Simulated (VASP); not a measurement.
Crystal: BP.

```
CELL_PARAMETERS angstrom
0.00000 2.26900 2.26900
2.26900 0.00000 2.26900
2.26900 2.26900 0.00000
ATOMIC_POSITIONS crystal
B 0.00000 0.00000 0.00000
P 0.25000 0.25000 0.25000
```

- Program: VASP 6.6.1
- Task: relaxation of cell and atoms
- Functional: LDA
- Potentials or basis: VASP PAW LDA potentials, release 64 (B, P)
- Cutoff: 600 eV
- k mesh: 10 × 10 × 10
- Occupations: fermi-dirac, width 0.02 eV
- Spin: no spin polarisation

At the start: pressure -5.3 GPa; volume 11.68 Å³/atom.

Q: How do energy, volume and symmetry change on relaxing?

A: Over 3 steps the energy falls by 6.3 meV/atom and the volume is 11.31 Å³/atom (-3.2 %); space group F-43m (No. 216, to 0.05 Å).

Step by step:
```csv
step,energy change (eV),largest force (eV/Å),pressure (GPa),volume (Å³)
1,0.0000,0.0000,-5.32,23.36
2,-0.0051,0.0000,4.50,22.08
3,-0.0126,0.0000,-0.01,22.63
```

Final structure:
```
CELL_PARAMETERS angstrom
0.00000 2.24486 2.24486
2.24486 0.00000 2.24486
2.24486 2.24486 0.00000
ATOMIC_POSITIONS crystal
B 0.00000 0.00000 0.00000
P 0.25000 0.25000 0.25000
```
